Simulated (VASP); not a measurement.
# CuAu (P4/mmm) in VASP: notebook

CuAu is run at these levels: PBE; tasks: single point, relaxation of shape and atoms at fixed volume.

Program: VASP 6.6.1. These are calculated values, not measurements. Logs are shortened: lines on timing, memory, paths and dates and some standing lists are left out, and cuts for length are marked.

### 1 The cell of the first run

Symmetry: P4/mmm, No. 123, tetragonal system. Conventional cell: a = 2.824 Å, b = 2.824 Å, c = 3.424 Å, α = 90.00°, β = 90.00°, γ = 90.00°. Cu (site symmetry 4/mmm) has 8 Au at 2.63 Å and 6 Cu at 2.82 to 3.42 Å within 3.5 Å. Au (site symmetry 4/mmm) has 8 Cu at 2.63 Å and 6 Au at 2.82 to 3.42 Å within 3.5 Å.

### 2 Single point, PBE (13.65 Å³/atom)

Contents of INCAR:

```
  PREC = Accurate
  ENCUT = 520
  EDIFF = 1E-7
  ISMEAR = 0
  SIGMA = 0.1
  LREAL = False
  LASPH = True
  NELM = 100
  ALGO = Normal
  ISIF = 2
  LWAVE = False
  LCHARG = True
  GGA = PE
  LELF = True
  LVHAR = True
  NBANDS = 18
```

Contents of KPOINTS:

```
Automatic mesh
0
Gamma
  14 14 12
```

Contents of POSCAR:

```
CuAu
1.0
    2.8238135853      0.0000000000      0.0000000000
    0.0000000000      2.8238135853      0.0000000000
    0.0000000000      0.0000000000      3.4243650937
Cu Au
1 1
Direct
    0.5000000000      0.5000000000      0.5000000000
    0.0000000000      0.0000000000      0.0000000000
```

Potentials or basis: VASP PAW PBE potentials, release 64 (Cu, Au).

Command:

```
cat potpaw_PBE.64/Cu/POTCAR potpaw_PBE.64/Au/POTCAR > POTCAR
mpirun -np 1 vasp_std > vasp.out
```

OUTCAR:

```text
PREC = Accurate
   ENCUT = 520
   EDIFF = 1E-7
   ISMEAR = 0
   LREAL = False
   LASPH = True
   NELM = 100
   ISIF = 2
   GGA = PE

 ion  position               nearest neighbor table
   1  0.500  0.500  0.500-   2 2.63   2 2.63   2 2.63   2 2.63   2 2.63   2 2.63   2 2.63   2 2.63

   2  0.000  0.000  0.000-   1 2.63   1 2.63   1 2.63   1 2.63   1 2.63   1 2.63   1 2.63   1 2.63

  LATTYP: Found a simple tetragonal cell.
 ALAT       =     2.8238135853
 C/A-ratio  =     1.2126739214

  Lattice vectors:

 A1 = (   2.8238135853,   0.0000000000,   0.0000000000)
 A2 = (   0.0000000000,   2.8238135853,   0.0000000000)
 A3 = (   0.0000000000,   0.0000000000,   3.4243650937)

Analysis of symmetry for initial positions (statically):
=====================================================================
 Subroutine PRICEL returns:
 Original cell was already a primitive cell.

 Routine SETGRP: Setting up the symmetry group for a
 simple tetragonal supercell.

 Subroutine GETGRP returns: Found 16 space group operations
 (whereof 16 operations were pure point group operations)
 out of a pool of 16 trial point group operations.

The static configuration has the point symmetry D_4h.

Analysis of symmetry for dynamics (positions and initial velocities):
=====================================================================
 Subroutine PRICEL returns:
 Original cell was already a primitive cell.

 Routine SETGRP: Setting up the symmetry group for a
 simple tetragonal supercell.

 Subroutine GETGRP returns: Found 16 space group operations
 (whereof 16 operations were pure point group operations)
 out of a pool of 16 trial point group operations.

The dynamic configuration has the point symmetry D_4h.

 Subroutine INISYM returns: Found 16 space group operations
 (whereof 16 operations are pure point group operations),
 and found     1 'primitive' translations

----------------------------------------------------------------------------------------

                                     Primitive cell

  volume of cell :      27.3056

  direct lattice vectors                    reciprocal lattice vectors
     2.823813585  0.000000000  0.000000000     0.354131025  0.000000000  0.000000000
     0.000000000  2.823813585  0.000000000     0.000000000  0.354131025  0.000000000
     0.000000000  0.000000000  3.424365094     0.000000000  0.000000000  0.292024937

  length of vectors
     2.823813585  2.823813585  3.424365094     0.354131025  0.354131025  0.292024937

  position of ions in fractional coordinates (direct lattice)
     0.500000000  0.500000000  0.500000000
     0.000000000  0.000000000  0.000000000

  ion indices of the primitive-cell ions
   primitive index   ion index
                 1           1
                 2           2

----------------------------------------------------------------------------------------

 KPOINTS: Automatic mesh

Automatic generation of k-mesh.
 Grid dimensions read from file:
 generate k-points for:   14   14   12

 Generating k-lattice:

  Cartesian coordinates                     Fractional coordinates (reciprocal lattice)
     0.025295073  0.000000000  0.000000000     0.071428571  0.000000000  0.000000000
     0.000000000  0.025295073  0.000000000     0.000000000  0.071428571  0.000000000
     0.000000000  0.000000000  0.024335411     0.000000000  0.000000000  0.083333333

  Length of vectors
     0.025295073  0.025295073  0.024335411

  Shift w.r.t. Gamma in fractional coordinates (k-lattice)
     0.000000000  0.000000000  0.000000000

 Subroutine IBZKPT returns following result:
 ===========================================

 Found    252 irreducible k-points:

 Following reciprocal coordinates:
            Coordinates               Weight
  0.000000  0.000000  0.000000      1.000000
  0.071429  0.000000  0.000000      4.000000
  0.142857  0.000000  0.000000      4.000000
  0.214286  0.000000  0.000000      4.000000
  0.285714  0.000000  0.000000      4.000000
  0.357143  0.000000  0.000000      4.000000
[... 16 lines left out ...]
  0.285714  0.214286  0.000000      8.000000
  0.357143  0.214286  0.000000      8.000000
 [... further k-points ...]
   k-points           NKPTS =    252   k-points in BZ     NKDIM =    252   number of bands    NBANDS=     18
   number of dos      NEDOS =    301   number of ions     NIONS =      2
   total plane-waves  NPLWV =  16128
   dimension x,y,z NGX =    24 NGY =   24 NGZ =   28
   dimension x,y,z NGXF=    48 NGYF=   48 NGZF=   56
   ions per type =               1   1
   NGX,Y,Z   is equivalent  to a cutoff of  14.13, 14.13, 13.59 a.u.
   NGXF,Y,Z  is equivalent  to a cutoff of  28.26, 28.26, 27.19 a.u.
 SYSTEM =  unknown system
   PREC   = accura    normal or accurate (medium, high low for compatibility)
   ISTART =      0    job   : 0-new  1-cont  2-samecut
   ICHARG =      2    charge: 1-file 2-atom 10-const
   ISPIN  =      1    spin polarized calculation?
   LNONCOLLINEAR =      F non collinear calculations
   LSORBIT =      F    spin-orbit coupling
   LASPH  =      T    aspherical Exc in radial PAW
   ENCUT  =  520.0 eV  38.22 Ry    6.18 a.u.   5.25  5.25  6.37*2*pi/ulx,y,z
   NELM   =    100;   NELMIN=  2; NELMDL= -5     # of ELM steps
   EDIFF  = 0.1E-06   stopping-criterion for ELM
   LREAL  =      F    real-space projection
   EDIFFG = 0.1E-05   stopping-criterion for IOM
   NSW    =      0    number of steps for IOM
   IBRION =     -1    ionic relax: 0-MD 1-quasi-New 2-CG
   NFREE  =      0    steps in history (QN), initial steepest desc. (CG)
   ISIF   =      2    stress and relaxation
   ISYM   =      2    0-nonsym 1-usesym 2-fastsym
   POTIM  = 0.5000    time-step for ionic-motion
   TEBEG  =    0.0;   TEEND  =   0.0 temperature during run
   PSTRESS=    0.0 pullay stress
   NELECT =      22.0000    total number of electrons
   NUPDOWN=      -1.0000    fix difference up-down
   EMIN   =  10.00;   EMAX   =-10.00  energy-range for DOS
   EFERMI =   0.00;   METHOD = LEGACY
   ISMEAR =     0;   SIGMA  =   0.10  broadening in eV -4-tet -1-fermi 0-gaus
   EFERMI_NEDOS =   21; number of points for ismear=-14 and -15
   IALGO  =     38    algorithm
   IMIX   =      4    mixing-type and parameters
     AMIX     =   0.40;   BMIX     =  1.00
     AMIX_MAG =   1.60;   BMIX_MAG =  1.00
  volume/ion in A,a.u.               =      13.65        92.13
  Fermi-wavevector in a.u.,A,eV,Ry     =   1.523345  2.878705 31.573420  2.320581
  Thomas-Fermi vector in A             =   2.631801
   LORBIT       =      0    0 simple, 1 ext, 2 COOP (PROOUT), +10 PAW based schemes
   GGA     = PE    functional components
   LHFCALC =     F    Hartree Fock is set to
   AEXX    =    0.0000 exact exchange contribution
   IVDW    =     0    specifies the selected vdW correction
   LEPSILON=     F    determine dielectric tensor
   LRPA    =     F    only Hartree local field effects (RPA)
 non-spin polarized calculation
 Gauss-broadening in eV      SIGMA  =   0.10
  energy-cutoff  :      520.00
  volume of cell :       27.31
 maximum number of plane-waves:       752
 NGX is ok and might be reduce to    24
   NGX = 11   NGY = 11   NGZ = 13

 number of electron      22.0000007 magnetization

 Free energy of the ion-electron system (eV)
  ---------------------------------------------------
  ext. energy  EPLUGINS =         0.00000000
  ---------------------------------------------------
  free energy    TOTEN  =        -6.93809017 eV

  energy without entropy =       -6.93636761  energy(sigma->0) =       -6.93722889

 E-fermi :   9.7317     XC(G=0): -13.0470

 val. band max:        9.7087188035   @ k =   0.5000   0.2857   0.0833
 cond. band min:       9.7440438901   @ k =   0.5000   0.4286   0.0000
 fundamental gap:      0.0353250867
 Fermi energy:         9.7316869181

 k-point     1 :       0.0000    0.0000    0.0000
  band No.  band energies     occupation
      1      -0.6495      2.00000
      2       2.7441      2.00000
      3       2.8473      2.00000
      4       5.3044      2.00000
      5       5.3044      2.00000
      6       6.2452      2.00000
[... 10 lines left out ...]
     17      26.3674      0.00000
     18      27.5944      0.00000

 k-point     2 :       0.0714    0.0000    0.0000
  band No.  band energies     occupation
      1      -0.5308      2.00000
      2       2.8041      2.00000
      3       2.9119      2.00000
      4       5.2495      2.00000
      5       5.3351      2.00000
      6       6.2025      2.00000
[... 10 lines left out ...]
     17      27.2284      0.00000
     18      27.6741      0.00000

 k-point     3 :       0.1429    0.0000    0.0000
  band No.  band energies     occupation
      1      -0.1852      2.00000
      2       2.9388      2.00000
      3       3.1382      2.00000
      4       5.0914      2.00000
      5       5.4250      2.00000
      6       6.0796      2.00000
[... 10 lines left out ...]
     17      27.7863      0.00000
     18      29.3135      0.00000

 k-point     4 :       0.2143    0.0000    0.0000
  band No.  band energies     occupation
      1       0.3548      2.00000
      2       3.1217      2.00000
      3       3.5113      2.00000
      4       4.8536      2.00000
      5       5.5676      2.00000
      6       5.8942      2.00000
[... 10 lines left out ...]
     17      27.4739      0.00000
     18      29.0923      0.00000

 k-point     5 :       0.2857    0.0000    0.0000
  band No.  band energies     occupation
      1       1.0292      2.00000
      2       3.3472      2.00000
      3       3.9580      2.00000
      4       4.5828      2.00000
      5       5.6807      2.00000
      6       5.7507      2.00000
[... 10 lines left out ...]
     17      26.3972      0.00000
     18      28.1439      0.00000

 k-point     6 :       0.3571    0.0000    0.0000
  band No.  band energies     occupation
      1       1.7350      2.00000
      2       3.5970      2.00000
      3       4.3379      2.00000
      4       4.3725      2.00000
      5       5.4847      2.00000
      6       5.9525      2.00000
[... 10 lines left out ...]
     17      24.9026      0.00000
     18      26.7936      0.00000

 k-point     7 :       0.4286    0.0000    0.0000
  band No.  band energies     occupation
      1       2.3025      2.00000
      2       3.8380      2.00000
      3       4.1700      2.00000
      4       4.6277      2.00000
      5       5.3484      2.00000
      6       6.1312      2.00000
[... 10 lines left out ...]
     17      24.9469      0.00000
     18      25.7138      0.00000

 k-point     8 :       0.5000    0.0000    0.0000
  band No.  band energies     occupation
      1       2.5240      2.00000
      2       3.9609      2.00000
      3       4.1105      2.00000
      4       4.6902      2.00000
      5       5.2997      2.00000
      6       6.2096      2.00000
[... 10 lines left out ...]
     17      25.3222      0.00000
     18      26.2561      0.00000
[... 229 lines left out ...]
     17      24.9037      0.00000
     18      25.6962      0.00000

 k-point    20 :       0.4286    0.1429    0.0000
  band No.  band energies     occupation
      1       2.7185      2.00000
      2       3.9225      2.00000
      3       4.0362      2.00000
      4       4.0596      2.00000
      5       5.2277      2.00000
      6       5.8090      2.00000
[... 10 lines left out ...]
     17      23.3741      0.00000
     18      24.9556      0.00000

 k-point    21 :       0.5000    0.1429    0.0000
  band No.  band energies     occupation
      1       3.0078      2.00000
      2       3.7910      2.00000
      3       3.9990      2.00000
      4       4.0816      2.00000
      5       5.2150      2.00000
      6       5.9154      2.00000
[... 10 lines left out ...]
     17      22.4885      0.00000
     18      24.7368      0.00000

 k-point    22 :       0.2143    0.2143    0.0000
  band No.  band energies     occupation
      1       1.2916      2.00000
      2       3.6337      2.00000
      3       3.9119      2.00000
      4       4.5900      2.00000
      5       5.1093      2.00000
      6       5.3918      2.00000
[... 10 lines left out ...]
     17      27.2298      0.00000
     18      27.8721      0.00000

 k-point    23 :       0.2857    0.2143    0.0000
  band No.  band energies     occupation
      1       1.8726      2.00000
      2       3.7223      2.00000
      3       4.2719      2.00000
      4       4.3657      2.00000
      5       4.9056      2.00000
      6       5.3629      2.00000
[... 10 lines left out ...]
     17      26.0672      0.00000
     18      26.3885      0.00000

 k-point    24 :       0.3571    0.2143    0.0000
  band No.  band energies     occupation
      1       2.4436      2.00000
      2       3.7060      2.00000
      3       4.1257      2.00000
      4       4.4176      2.00000
      5       4.7796      2.00000
      6       5.7502      2.00000
[... 10 lines left out ...]
     17      24.8245      0.00000
     18      25.0174      0.00000

 [... further k-points ...]

------------------------ aborting loop because EDIFF is reached ----------------------------------------

  FORCE on cell =-STRESS in cart. coord.  units (eV):
  Direction    XX          YY          ZZ          XY          YZ          ZX
  --------------------------------------------------------------------------------------
  -------------------------------------------------------------------------------------
  Total        2.9008302      2.9008302      2.8999343      0.0000000     -0.0000000      0.0000000
  in kB      170.2083205    170.2083205    170.1557526      0.0000000     -0.0000000      0.0000000
  external PRESSURE =     170.1907978 kB  Pullay stress =       0.0000000 kB

 VOLUME and BASIS-vectors are now :
 -----------------------------------------------------------------------------
  energy-cutoff  :      520.00
  volume of cell :       27.31
      direct lattice vectors                 reciprocal lattice vectors
     2.823813585  0.000000000  0.000000000     0.354131025  0.000000000  0.000000000
     0.000000000  2.823813585  0.000000000     0.000000000  0.354131025  0.000000000
     0.000000000  0.000000000  3.424365094     0.000000000  0.000000000  0.292024937

 POSITION                                       TOTAL-FORCE (eV/Angst)
 -----------------------------------------------------------------------------------
      1.41191      1.41191      1.71218         0.000000      0.000000      0.000000
      0.00000      0.00000      0.00000         0.000000      0.000000      0.000000
 -----------------------------------------------------------------------------------
    total drift:                                0.000000      0.000000     -0.000000

  FREE ENERGIE OF THE ION-ELECTRON SYSTEM (eV)
  ---------------------------------------------------
  free  energy   TOTEN  =        -6.9380901701 eV

  energy  without entropy=       -6.9363676054  energy(sigma->0) =       -6.93722889
```

Run time: 100 s. Hardware: 1 thread of Intel Xeon 6975P-C (Granite Rapids), shared host; peak memory 0.24 GiB.

Results:

```
Free energy            : -6.9381 eV
Pressure               : 17.0 GPa
Band gap on the k mesh : zero (bands 11 and 12 overlap by 7.53 eV)
```

Levels at points of the mesh, in eV from the Fermi level:
```tsv
k point	band 7	band 8	band 9	band 10	band 11	band 12	band 13	band 14	band 15	band 16
(0.00, 0.00, 0.00)	-2.89	-2.21	-1.78	-1.56	-1.56	3.24	9.27	9.27	10.14	16.59
(0.50, 0.00, 0.00)	-3.28	-3.22	-2.71	-2.47	-1.17	-0.48	10.65	10.78	12.61	13.18
(0.50, 0.50, 0.00)	-1.92	-1.90	-1.38	-1.38	0.04	0.04	4.82	6.90	11.00	12.46
(0.00, 0.00, 0.50)	-3.33	-3.06	-2.65	-2.65	-2.37	-2.27	14.02	14.60	14.60	15.34
(0.50, 0.00, 0.50)	-2.12	-1.97	-1.60	-1.53	-1.27	-1.25	2.89	5.03	15.52	15.73
(0.50, 0.50, 0.50)	-3.14	-2.30	-1.93	-1.90	5.26	5.67	5.67	6.11	6.70	7.61
```

Caveat: the cell stands under pressure; spin-orbit coupling is left out, which moves the levels of the heavy elements.

### 3 Relaxation of shape and atoms at fixed volume, PBE (13.65 Å³/atom)

Contents of INCAR:

```
SYSTEM = CuAu
ALGO = Normal ; EDIFF = 1E-7
EDIFFG = -0.01 ; ENCUT = 600
GGA = PE ; IBRION = 2
ISIF = 4 ; ISMEAR = 0
LASPH = .True. ; LCHARG = .False.
LREAL = .False. ; LWAVE = .False.
NELM = 100 ; NSW = 50
PREC = Accurate ; SIGMA = 0.1
```

Contents of KPOINTS:

```
k-points
0
Gamma
  14 14 12
  0 0 0
```

Contents of POSCAR:

```
CuAu
1.0
    2.8083835432      0.0000000000      0.0000000000
    0.0000000000      2.8083835432      0.0000000000
    0.0000000000      0.0000000000      3.4620972982
Cu Au
1 1
Direct
    0.5000000000      0.5000000000      0.5000000000
    0.0000000000      0.0000000000      0.0000000000
```

Potentials or basis: VASP PAW PBE potentials, release 64 (Cu, Au).

Command:

```
cat potpaw_PBE.64/Cu/POTCAR potpaw_PBE.64/Au/POTCAR > POTCAR
mpirun -np 1 vasp_std > vasp.out
```

It took 1.8 min on 1 thread of Intel Xeon 6975P-C (Granite Rapids), shared host; peak memory 0.26 GiB.

The run converged. Its results:

* Free energy: -6.9381 eV
* Pressure after relaxing: 17.2 GPa
* Band gap on the k mesh: zero (bands 11 and 12 overlap by 7.57 eV)

Stress tensor (GPa, compression positive):
```
17.23  0.00  0.00
 0.00 17.23  0.00
 0.00  0.00 17.07
```

Final structure:
```yaml
crystal:
  lattice:
    - [2.80838, 0.00000, 0.00000]
    - [0.00000, 2.80838, 0.00000]
    - [0.00000, 0.00000, 3.46210]
  atoms:
    - { symbol: Cu, position: [0.50000, 0.50000, 0.50000] }
    - { symbol: Au, position: [0.00000, 0.00000, 0.00000] }
```

Levels at points of the mesh, in eV from the Fermi level:
| k point | band 7 | band 8 | band 9 | band 10 | band 11 | band 12 | band 13 | band 14 | band 15 |
| --- | --- | --- | --- | --- | --- | --- | --- | --- | --- |
| (0.00, 0.00, 0.00) | -2.93 | -2.23 | -1.79 | -1.56 | -1.56 | 2.97 | 9.48 | 9.48 | 9.81 |
| (0.50, 0.00, 0.00) | -3.28 | -3.24 | -2.69 | -2.46 | -1.12 | -0.39 | 10.43 | 10.57 | 12.46 |
| (0.50, 0.50, 0.00) | -1.88 | -1.88 | -1.39 | -1.39 | 0.13 | 0.13 | 4.98 | 7.00 | 10.82 |
| (0.00, 0.00, 0.50) | -3.47 | -3.02 | -2.63 | -2.63 | -2.42 | -2.25 | 14.13 | 14.69 | 14.69 |
| (0.50, 0.00, 0.50) | -2.08 | -1.95 | -1.62 | -1.55 | -1.29 | -1.27 | 2.90 | 4.97 | 15.62 |
| (0.50, 0.50, 0.50) | -3.19 | -2.31 | -1.87 | -1.87 | 5.32 | 5.66 | 5.66 | 6.23 | 6.77 |

Caveat: spin-orbit coupling is left out, which moves the levels of the heavy elements.

The gap in the log of VASP goes by the Fermi energy; the results here count the filled bands.